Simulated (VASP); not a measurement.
The system is BN.

```
CELL_PARAMETERS angstrom
2.54395 0.00000 0.00000
-1.27197 2.20313 0.00000
0.00000 0.00000 4.12366
ATOMIC_POSITIONS crystal
B 0.33333 0.66667 0.00010
B 0.66667 0.33333 0.50010
N 0.33333 0.66667 0.37490
N 0.66667 0.33333 0.87490
```

This cell differs from its parent crystal: uniaxial z strain -2.0%.

Program: VASP 6.6.1. Alike in all runs: task single point; potentials or basis VASP PAW PBE potentials, release 64 (B, N); no spin polarisation; cell as given; cutoff (eV) 520.

Q: Order these runs on this cell by their band gap on the k mesh, lowest first.
A. level r2SCAN; k mesh 12 × 12 × 6; smearing gaussian 0.01 eV
B. level PBE; k mesh 12 × 12 × 6; smearing fermi-dirac 0.02 eV
C. level HSE06; k mesh 9 × 9 × 4; smearing gaussian 0.01 eV; grid for exact exchange (PRECFOCK) Normal; share of exact exchange 0.25; screening parameter 0.2079 1/Å

A: B (5.24 eV), A (5.78 eV), C (6.56 eV).

Caveats: an odd mesh through Γ misses points on the zone boundary, where band edges can lie (at least some runs).

A k mesh can miss the band edges, odd and even meshes differently.
